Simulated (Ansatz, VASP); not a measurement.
One calculation of Mo, two programs

File INCAR:

```
SYSTEM = Mo
ALGO     = Normal         ! electronic algorithm
EDIFF    = 1E-7           ! SCF threshold, eV
ENCUT    = 520            ! plane-wave cutoff, eV
GGA      = PE             ! functional
ISIF     = 2              ! what is computed and relaxed
ISMEAR   = -1             ! smearing method
LASPH    = .TRUE.         ! aspherical terms in the spheres
LCHARG   = .FALSE.        ! write CHGCAR
LREAL    = .FALSE.        ! projectors in reciprocal space
LWAVE    = .FALSE.        ! write WAVECAR
NBANDS   = 13             ! bands
NELM     = 60             ! most SCF steps
PREC     = Accurate       ! precision mode
SIGMA    = 0.1            ! smearing width, eV
```

The input KPOINTS:

```
k-points
0
G
  15 15 15
  0 0 0
```

POSCAR

```
Mo
1.0
    0.0000000000      1.9744712262      1.9744712262
    1.9744712262      0.0000000000      1.9744712262
    1.9744712262      1.9744712262      0.0000000000
Mo
1
Direct
    0.0000000000      0.0000000000      0.0000000000
```

Input for Ansatz:

```yaml
crystal:
  lattice:
    - [0.0, 1.9744712262, 1.9744712262]
    - [1.9744712262, 0.0, 1.9744712262]
    - [1.9744712262, 1.9744712262, 0.0]
  atoms:
    - { symbol: Mo, position: [0.0, 0.0, 0.0] }
hamiltonian:
  xc: pbe
  pseudopotentials:
    kind: paw
    azcp:
      Mo: "pseudopotentials/Mo.paw.azcp"
basis:
  ecutwfc: 420
  fft_grid_basis: typed
kpoints:
  mp_grid: { grid: [15, 15, 15], shift: [0, 0, 0] }
magnetization:
  spin_polarized: false
scf:
  occupations: { method: fermi_dirac, width: 0.1 }
  lower_state_search: "off"
output:
  stress: true
  write_density: true
  write_potential: true
  elf: true
  volumetric_format: npy
```

Alike in both runs: task single point; functional PBE; k mesh 15 × 15 × 15; occupations fermi-dirac, width 0.1 eV; no spin polarisation.

|  | VASP | Ansatz |
| --- | --- | --- |
| version | VASP 6.6.1 | Ansatz 0.2.0 |
| potentials or method | VASP PAW PBE potentials, release 64 (Mo_sv), cutoff 520 eV | plane waves (420 eV) with PAW, scalar-relativistic |
| valence electrons in the cell | 14 | 14 |

VASP gave:

| Item | Value |
| --- | --- |
| pressure (GPa) | 11.5 |

Which values does Ansatz return?

Pressure (GPa): 10.9.
